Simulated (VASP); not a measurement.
Write the native input for VASP 6.6.1 that does the following.

```
Task                   : single point
Functional             : PBEsol
Potentials or basis    : VASP PAW PBE potentials, release 64 (Au)
Cutoff                 : 500 eV
k mesh                 : 18 × 18 × 10
Occupations            : gaussian, width 0.15 eV
Spin                   : no spin polarisation
Dipole correction      : no
Further INCAR settings : ALGO = Normal; EDIFF = 1e-06; NBANDS = 18
```

The structure of Au lies in POSCAR:

```
Au
1.0
    2.8999984104      0.0000000000      0.0000000000
   -1.4499992052      2.5114722944      0.0000000000
    0.0000000000      0.0000000000      4.8800000000
Au
2
Direct
    0.4102544149      0.7229768066      0.7500000000
    0.6666666667      0.3333333333      0.2500000000
```

This cell differs from its parent crystal: atom 1 (Au) moved by (+0.200, +0.000) A along [1 1 0] and z.

These files were run (other wordings do the same):

INCAR

```
PREC     = Accurate       # precision mode
ENCUT    = 500            # plane-wave cutoff, eV
EDIFF    = 1E-6           # SCF threshold, eV
ISMEAR   = 0              # smearing method
SIGMA    = 0.15           # smearing width, eV
LREAL    = F              # projectors in reciprocal space
LASPH    = T              # aspherical terms in the spheres
NELM     = 120            # most SCF steps
ALGO     = Normal         # electronic algorithm
ISIF     = 2              # what is computed and relaxed
LWAVE    = F              # write WAVECAR
LCHARG   = F              # write CHGCAR
GGA      = PS             # functional
NBANDS   = 18             # bands
GGA_COMPAT= F
```

KPOINTS

```
regular mesh
0
Gamma
  18 18 10
```

Potentials or basis: VASP PAW PBE potentials, release 64 (Au).

The run is started by

```bash
$ cat potpaw_PBE.64/Au/POTCAR > POTCAR
$ mpirun -np 1 vasp_std > vasp.out
```

Results of the run:

* Pressure: -6.4 GPa
* Largest force: 0.056 eV/Å
* Band gap on the k mesh: zero (bands 11 and 12 overlap by 6.42 eV)

Caveat: the cell differs from its parent crystal (atom 1 (Au) moved by (+0.200, +0.000) A along [1 1 0] and z); the cell stands under tension; the PAW data sets were made with another functional, which shifts forces and pressure a little; spin-orbit coupling is left out, which moves the levels of the heavy elements.

It took 10 min on 1 thread of Oxide Virtual Turin-like Processor, on a shared host, peak memory 0.52 GiB.
